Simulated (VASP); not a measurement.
Here is a VASP 6.6.1 calculation.

Contents of POSCAR:

```
KTaO3
1.0
    4.0244030898      0.0000000000      0.0000000000
    0.0000000000      4.0244030898      0.0000000000
    0.0000000000      0.0000000000      4.0244030898
K Ta O
1 1 3
Direct
    0.0000000000      0.0000000000      0.0000000000
    0.5000000000      0.5000000000      0.5000000000
    0.0000000000      0.5000000000      0.5000000000
    0.5000000000      0.5000000000      0.0000000000
    0.5000000000      0.0000000000      0.5000000000
```

File INCAR.step1:

```
PREC     = Accurate       # precision mode
ENCUT    = 520            # plane-wave cutoff, eV
EDIFF    = 1E-5           # SCF threshold, eV
ISMEAR   = 0              # smearing method
SIGMA    = 0.05           # smearing width, eV
LREAL    = False          # projectors in reciprocal space
LASPH    = True           # aspherical terms in the spheres
NELM     = 60             # most SCF steps
ALGO     = Normal         # electronic algorithm
ISIF     = 2              # what is computed and relaxed
LWAVE    = True           # write WAVECAR
GGA      = PE             # functional
NBANDS   = 27             # bands
```

File INCAR.step2:

```
PREC     = Accurate       # precision mode
ENCUT    = 520            # plane-wave cutoff, eV
EDIFF    = 1E-6           # SCF threshold, eV
ISMEAR   = 0              # smearing method
SIGMA    = 0.05           # smearing width, eV
LREAL    = False          # projectors in reciprocal space
LASPH    = True           # aspherical terms in the spheres
NELM     = 60             # most SCF steps
ALGO     = Normal         # electronic algorithm
ISIF     = 2              # what is computed and relaxed
LWAVE    = False          # write WAVECAR
LCHARG   = True           # write CHGCAR
GGA      = PE             # functional
LHFCALC  = True           # exact exchange
HFSCREEN = 0.2079         # screening, 1/A
PRECFOCK = Fast         
LELF     = True           # ELF
LVHAR    = True         
ISTART   = 1            
NBANDS   = 27             # bands
```

Contents of KPOINTS:

```
regular mesh
0
Gamma
  4 4 4
```

Potentials or basis: VASP PAW PBE potentials, release 64 (K_sv, Ta_pv, O).

Run with:

```sh
$ cat potpaw_PBE.64/K_sv/POTCAR potpaw_PBE.64/Ta_pv/POTCAR potpaw_PBE.64/O/POTCAR > POTCAR
$ cp INCAR.step1 INCAR
$ mpirun -np 1 vasp_std > vasp.out
$ cp INCAR.step2 INCAR
$ mpirun -np 1 vasp_std > vasp.out
```

Q: Estimate the pressure.

A: -5.4 GPa.

Q: What does it give for the band gap on the k mesh?

A: 3.41 eV, indirect (least direct gap 4.07 eV).

Caveat: the PAW data sets were made with another functional, which shifts forces and pressure a little; spin-orbit coupling is left out, which moves the levels of the heavy elements. A k mesh can miss the band edges.
